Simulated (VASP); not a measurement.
Crystal: Ni3Ge.

```
CELL_PARAMETERS angstrom
3.26545 0.00000 0.00000
0.00000 3.26545 0.00000
0.00000 0.00000 3.26545
ATOMIC_POSITIONS crystal
Ni 0.50000 0.00000 0.50000
Ni 0.00000 0.50000 0.50000
Ni 0.50000 0.50000 0.00000
Ge 0.00000 0.00000 0.00000
```

Base run:

* Program: VASP 6.6.1
* Functional: LDA
* Potentials or basis: VASP PAW LDA potentials, release 64 (Ni, Ge_d)
* Cutoff: 520 eV
* k mesh: 12 × 12 × 12
* Occupations: gaussian, width 0.15 eV
* Spin: collinear spin, ferromagnetic start
* Starting moments: [0.25, 0.25, 0.25, 0.0] μB
* Fixed moment: 0.75 μB

Its results: pressure 78.3 GPa; site moments Ni +0.24; Ge +0.01 μB.

**Question.** The run is repeated on the same cell with these changes: fixed moment from 0.75 μB to 3 μB; moments at the start from [0.25, 0.25, 0.25, 0.0] to [1.0, 1.0, 1.0, 0.0]. What comes out?

**Answer.** Pressure 90.8 GPa; site moments Ni +0.91; Ge +0.22 μB.

Caveats: the cell stands under pressure; the total moment is fixed, so each spin has its own Fermi level and the state may be an excited one.
